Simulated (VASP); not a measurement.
Ru:

```xyz
1
Lattice="0.0000 1.9306 1.9306 1.9306 0.0000 1.9306 1.9306 1.9306 0.0000" Properties=species:S:1:pos:R:3 pbc="T T T"
Ru    0.0000    0.0000    0.0000
```

| Property | Result |
| --- | --- |
| Program | VASP 6.6.1 |
| Task | relaxation of cell and atoms |
| Functional | PBE |
| Potentials or basis | VASP PAW PBE potentials, release 64 (Ru_pv) |
| Cutoff | 500 eV |
| k mesh | 8 × 8 × 8 |
| Occupations | gaussian, width 0.1 eV |
| Spin | no spin polarisation |

At the start: pressure -11.8 GPa; volume 14.39 Å³/atom.

Question: How do energy, volume and symmetry change on relaxing?

Answer: Over 4 steps the energy falls by 23.3 meV/atom and the volume is 13.79 Å³/atom (-4.2 %); space group Fm-3m (No. 225, to 0.05 Å).

Step by step:
| step | energy change (eV) | largest force (eV/Å) | pressure (GPa) | volume (Å³) |
| --- | --- | --- | --- | --- |
| 1 | 0.0000 | 0.0000 | -11.85 | 14.39 |
| 2 | 0.1733 | 0.0000 | 46.95 | 12.29 |
| 3 | -0.0232 | 0.0000 | -0.58 | 13.81 |
| 4 | -0.0233 | 0.0000 | -0.09 | 13.79 |

Final structure:
```xyz
1
Lattice="0.0000 1.9034 1.9034 1.9034 0.0000 1.9034 1.9034 1.9034 0.0000" Properties=species:S:1:pos:R:3 pbc="T T T"
Ru    0.0000    0.0000    0.0000
```
